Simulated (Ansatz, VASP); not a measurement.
## BN in VASP and in Ansatz

File INCAR:

```
ALGO = Normal ; EDIFF = 1E-7
ENCUT = 520 ; GGA = PE
ISIF = 2 ; ISMEAR = 0
LASPH = T ; LCHARG = F
LREAL = F ; LWAVE = F
NBANDS = 26 ; NELM = 100
PREC = Accurate ; SIGMA = 0.05
```

KPOINTS

```
k-points
0
Gamma
  6 6 10
```

File POSCAR:

```
BN
1.0
    4.3563000000      0.0000000000      0.0000000000
    0.0000000000      4.3563000000      0.0000000000
    0.0000000000      0.0000000000      2.4727000000
B N
4 4
Direct
    0.1742811368      0.8257188632      0.5000000000
    0.3257188632      0.3257188632      0.0000000000
    0.6742811368      0.6742811368      0.0000000000
    0.8257188632      0.1742811368      0.5000000000
    0.8126115048      0.8126115048      0.5000000000
    0.3126115048      0.6873884952      0.0000000000
    0.6873884952      0.3126115048      0.0000000000
    0.1873884952      0.1873884952      0.5000000000
```

Input for Ansatz:

```yaml
crystal:
  lattice:
    - [4.3563, 0.0, 0.0]
    - [0.0, 4.3563, 0.0]
    - [0.0, 0.0, 2.4727]
  atoms:
    - { symbol: B, position: [0.1742811368, 0.8257188632, 0.5] }
    - { symbol: B, position: [0.3257188632, 0.3257188632, 0.0] }
    - { symbol: B, position: [0.6742811368, 0.6742811368, 0.0] }
    - { symbol: B, position: [0.8257188632, 0.1742811368, 0.5] }
    - { symbol: "N", position: [0.8126115048, 0.8126115048, 0.5] }
    - { symbol: "N", position: [0.3126115048, 0.6873884952, 0.0] }
    - { symbol: "N", position: [0.6873884952, 0.3126115048, 0.0] }
    - { symbol: "N", position: [0.1873884952, 0.1873884952, 0.5] }
basis:
  ecutwfc: 520.0
kpoints:
  mp_grid: { grid: [6, 6, 10] }
hamiltonian:
  xc: pbe
  pseudopotentials: { kind: paw, azcp: { folder: soft_1 } }
scf:
  occupations: { method: gaussian, width: 0.05 }
output:
  forces: true
  stress: true
  eigenvalues: true
```

Alike in both runs: task single point; functional PBE; k mesh 6 × 6 × 10; occupations gaussian, width 0.05 eV; no spin polarisation.

|  | VASP | Ansatz |
| --- | --- | --- |
| version | VASP 6.6.1 | Ansatz 0.2.0 |
| potentials or method | VASP PAW PBE potentials, release 64 (B, N), cutoff 520 eV | scalar-relativistic, plane waves, PAW |
| valence electrons in the cell | 32 | 32 |

|  | VASP | Ansatz | Ansatz less VASP |
| --- | --- | --- | --- |
| gap on the k mesh at the Fermi level (eV) | 4.78 | 4.80 | +0.015 |
| least direct gap on the mesh (eV) | 5.96 | 5.98 | +0.016 |
| pressure (GPa) | 25.1 | 24.5 | -0.58 |
| traceless stress, the component that is largest in VASP (GPa) | 12.07 | 11.93 | -0.139 |
| rms of the force components (eV/Å) | 0.060 | 0.059 | -0.0011 |

Atom by atom the forces differ by 0.002 eV/Å (rms over components).
